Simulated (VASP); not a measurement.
Set up this calculation in VASP 6.6.1, as the native input.

| Item | Value |
| --- | --- |
| Task | single point |
| Functional | PBE |
| Potentials or basis | VASP PAW PBE potentials, release 64 (Bi_d, Te) |
| Cutoff | 520 eV |
| k mesh | 6 × 6 × 6 |
| Occupations | gaussian, width 0.1 eV |
| Spin | no spin polarisation |
| Dipole correction | no |
| Further INCAR settings | ALGO = Normal; EDIFF = 1e-06; NBANDS = 28 |

The structure of BiTe4 lies in POSCAR:

```
BiTe4
1.0
    6.4884704215      0.0000000000      0.0000000000
   -3.2442352107      5.6191802168      0.0000000000
    0.0000000000      0.0000000000      5.9278749550
Bi Te
1 4
Direct
    0.0000000000      0.0000000000      0.5000000000
    0.5000000000      0.0000000000      0.0000000000
    0.0000000000      0.5000000000      0.0000000000
    0.5000000000      0.5000000000      0.0000000000
    0.0000000000      0.0000000000      0.0000000000
```

The cell was generated, and may not be a known phase.

These files were run (other wordings do the same):

INCAR

```
ALGO = Normal ; EDIFF = 1E-6
ENCUT = 520 ; GGA = PE
ISIF = 2 ; ISMEAR = 0
LASPH = True ; LCHARG = True
LELF = True ; LREAL = False
LVHAR = True ; LWAVE = False
NBANDS = 28 ; NELM = 100
PREC = Accurate ; SIGMA = 0.1
```

KPOINTS

```
k-points
0
Gamma
  6 6 6
```

Potentials or basis: VASP PAW PBE potentials, release 64 (Bi_d, Te).

Run with:

```console
$ cat potpaw_PBE.64/Bi_d/POTCAR potpaw_PBE.64/Te/POTCAR > POTCAR
$ mpirun -np 1 vasp_std > vasp.out
```

It gave:

```json
{
  "Pressure": "0.0 GPa",
  "Band gap on the k mesh": "zero (an odd number of electrons rules out a gap without spin polarisation)"
}
```

Caveat: spin-orbit coupling is left out, which moves the levels of the heavy elements; an odd number of electrons without spin polarisation forces a metal; a magnetic or distorted state may lie lower.

Run time: 120 s on 1 thread of Intel(R) Xeon(R) Platinum 8375C CPU @ 2.90GHz (Ice Lake), on a shared host, peak memory 0.41 GiB.
